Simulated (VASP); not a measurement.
Here is a VASP 6.6.1 calculation.

Contents of INCAR:

```
PREC = Accurate
ENCUT = 520
EDIFF = 1E-6
ISMEAR = -1
SIGMA = 0.08
LREAL = False
LASPH = True
NELM = 80
ALGO = Normal
ISIF = 2
LWAVE = False
LCHARG = True
GGA = CA
LELF = True
LVHAR = True
NBANDS = 18
```

KPOINTS

```
regular mesh
0
Gamma
  19 19 19
```

Contents of POSCAR:

```
Lu
1.0
   -1.3727762393      1.3727762393      1.3727762393
    1.3727762393     -1.3727762393      1.3727762393
    1.3727762393      1.3727762393     -1.3727762393
Lu
1
Direct
    0.0000000000      0.0000000000      0.0000000000
```

Potentials or basis: VASP PAW PBE potentials, release 64 (Lu).

Launch:

```console
$ cat potpaw_PBE.64/Lu/POTCAR > POTCAR
$ mpirun -np 1 vasp_std > vasp.out
```

Q: What does it give for the pressure?

A: 261.4 GPa.

Caveat: the PAW data sets were made with another functional, which shifts forces and pressure a little.
